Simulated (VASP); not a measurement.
Set up this calculation in VASP 6.6.1, as the native input.

| Property | Result |
| --- | --- |
| Task | single point |
| Functional | PBE |
| Potentials or basis | VASP PAW PBE potentials, release 64 (In_d, O) |
| Cutoff | 520 eV |
| k mesh | 9 × 9 × 1 |
| Occupations | fermi-dirac, width 0.05 eV |
| Spin | no spin polarisation |
| Dipole correction | no |
| Further INCAR settings | ALGO = Normal; EDIFF = 1e-06; NBANDS = 16 |

The structure of InO lies in POSCAR:

```
InO
1.0
    3.5514092614     -0.0000028868      0.0000000000
   -1.7757021307      3.0756120830      0.0000000000
    0.0000000000      0.0000000000     25.9136200000
In O
1 1
Direct
    0.0000000000      0.0000000000      0.3202485090
    0.6666666667      0.3333333333      0.2971914910
```

These files were run (other wordings do the same):

INCAR

```
SYSTEM = InO
ALGO = Normal
EDIFF = 1E-6
ENCUT = 520
GGA = PE
ISIF = 2
ISMEAR = -1
LASPH = .True.
LCHARG = .False.
LREAL = .False.
LWAVE = .False.
NBANDS = 16
NELM = 80
PREC = Accurate
SIGMA = 0.05
```

KPOINTS

```
k-points
0
Gamma
  9 9 1
  0 0 0
```

Potentials or basis: VASP PAW PBE potentials, release 64 (In_d, O).

Command:

```sh
$ cat potpaw_PBE.64/In_d/POTCAR potpaw_PBE.64/O/POTCAR > POTCAR
$ mpirun -np 1 vasp_std > vasp.out
```

It gave:

- Largest force: 0.028 eV/Å

Caveat: an odd number of electrons without spin polarisation forces a metal; a magnetic or distorted state may lie lower.

Wall time 89 s on 1 thread of Intel(R) Xeon(R) Platinum 8488C (Sapphire Rapids) (shared host), peak memory 0.41 GiB.
